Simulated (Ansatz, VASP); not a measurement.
# Cs: VASP beside Ansatz

```
CELL_PARAMETERS angstrom
-3.03350 3.03350 3.03350
3.03350 -3.03350 3.03350
3.03350 3.03350 -3.03350
ATOMIC_POSITIONS crystal
Cs 0.00000 0.00000 0.00000
```

Alike in both runs: task single point; functional PBE; k mesh 10 × 10 × 10; occupations gaussian, width 0.1 eV; no spin polarisation.

|  | VASP | Ansatz |
| --- | --- | --- |
| version | VASP 6.6.1 | Ansatz 0.2.0 |
| potentials or method | VASP PAW PBE potentials, release 64 (Cs_sv), cutoff 520 eV | scalar-relativistic, plane waves, PAW |
| valence electrons in the cell | 9 | 9 |

|  | VASP | Ansatz | Ansatz less VASP |
| --- | --- | --- | --- |
| gap on the k mesh at the Fermi level (eV) | none | none | - |
| pressure (GPa) | 0.1 | 0.1 | +0.01 |

A gap of «none» marks a metal or a gap that the smearing closes.

Spin-orbit coupling is off throughout.
